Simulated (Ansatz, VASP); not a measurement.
One calculation of InP, two programs

POSCAR

```
InP
1.0
    4.3931098464      0.0000000000      0.0000000000
   -2.1965549232      3.8045447286      0.0000000000
    0.0000000000      0.0000000000      5.9734964704
In P
2 2
Direct
    0.3333333333      0.6666666667      0.2500000000
    0.6666666667      0.3333333333      0.7500000000
    0.6666666667      0.3333333333      0.2500000000
    0.3333333333      0.6666666667      0.7500000000
```

Contents of INCAR.step1:

```
PREC = Accurate ; ENCUT = 520
ISMEAR = -1 ; SIGMA = 0.02
LREAL = False ; LASPH = True
NELM = 100 ; NBANDS = 26
GGA = PE ; ALGO = Normal
EDIFF = 1E-4 ; LWAVE = True
LCHARG = False
```

INCAR.step2

```
PREC = Accurate ; ENCUT = 520
EDIFF = 1E-7 ; ISMEAR = -1
SIGMA = 0.02 ; LREAL = False
LASPH = True ; NELM = 100
ALGO = Normal ; ISIF = 2
LWAVE = False ; LCHARG = True
METAGGA = R2SCAN ; LMIXTAU = True
LELF = True ; LVHAR = True
NBANDS = 26 ; ISTART = 1
```

KPOINTS

```
regular mesh
0
Gamma
  6 6 4
```

Input for Ansatz:

```yaml
crystal:
  lattice:
    - [4.3931098464, 0.0, 0.0]
    - [-2.1965549232, 3.8045447286, 0.0]
    - [0.0, 0.0, 5.9734964704]
  atoms:
    - { symbol: In, position: [0.3333333333, 0.6666666667, 0.25] }
    - { symbol: In, position: [0.6666666667, 0.3333333333, 0.75] }
    - { symbol: P, position: [0.6666666667, 0.3333333333, 0.25] }
    - { symbol: P, position: [0.3333333333, 0.6666666667, 0.75] }
kpoints:
  mp_grid: { grid: [6, 6, 4] }
hamiltonian:
  xc: r2scan
scf:
  occupations: { method: fermi_dirac, width: 0.02 }
  n_extra_bands: 5
output:
  forces: true
  stress: true
  eigenvalues: true
```

Alike in both runs: task single point; functional r2SCAN; k mesh 6 × 6 × 4; occupations fermi-dirac, width 0.02 eV; no spin polarisation.

|  | VASP | Ansatz |
| --- | --- | --- |
| version | VASP 6.6.1 | Ansatz 0.2.0 |
| potentials or method | VASP PAW PBE potentials, release 64 (In_d, P) | plane waves |
| plane-wave cutoff (eV) | 520 | 500 |
| valence electrons in the cell | 36 | 36 |

Ansatz gave:

| Quantity | Value |
| --- | --- |
| pressure (GPa) | 0.0 |
| traceless stress, the component that is largest in VASP (GPa) | 0.00 |

Question: Estimate VASP's values.

Answer: Pressure (GPa): -0.1; traceless stress, the component that is largest in VASP (GPa): 0.11.

VASP's potentials were made for PBE, not for r2SCAN. The functional is the same, so the differences come from potentials, cutoffs and numerics.
